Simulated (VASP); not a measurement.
A run of VASP 6.6.1:

File INCAR:

```
PREC     = Accurate       # precision mode
ENCUT    = 520            # plane-wave cutoff, eV
EDIFF    = 1E-6           # SCF threshold, eV
ISMEAR   = 0              # smearing method
SIGMA    = 0.15           # smearing width, eV
LREAL    = False          # projectors in reciprocal space
LASPH    = True           # aspherical terms in the spheres
NELM     = 60             # most SCF steps
ALGO     = Fast           # electronic algorithm
ISIF     = 2              # what is computed and relaxed
LWAVE    = False          # write WAVECAR
LCHARG   = False          # write CHGCAR
GGA      = PS             # functional
NBANDS   = 21             # bands
```

KPOINTS

```
Automatic mesh
0
Gamma
  18 18 10
```

File POSCAR:

```
Ru
1.0
    2.6896847532      0.0000000000      0.0000000000
   -1.3448423766      2.3293353245      0.0000000000
    0.0000000000      0.0000000000      4.2523798378
Ru
2
Direct
    0.3032818421      0.6065636843      0.2500000000
    0.6967181579      0.3934363157      0.7500000000
```

Potentials or basis: VASP PAW PBE potentials, release 64 (Ru_pv).

Command:

```console
$ cat potpaw_PBE.64/Ru_pv/POTCAR > POTCAR
$ mpirun -np 1 vasp_std > vasp.out
```

Hardware: 1 thread of Intel(R) Xeon(R) Platinum 8488C (Sapphire Rapids), with other jobs on the host.

Question: Estimate the wall time of this run.

Answer: Wall time 2.5 min on 1 thread of Intel(R) Xeon(R) Platinum 8488C (Sapphire Rapids), on a shared host, peak memory 0.33 GiB. Counts: scf iterations 13, k points 546.
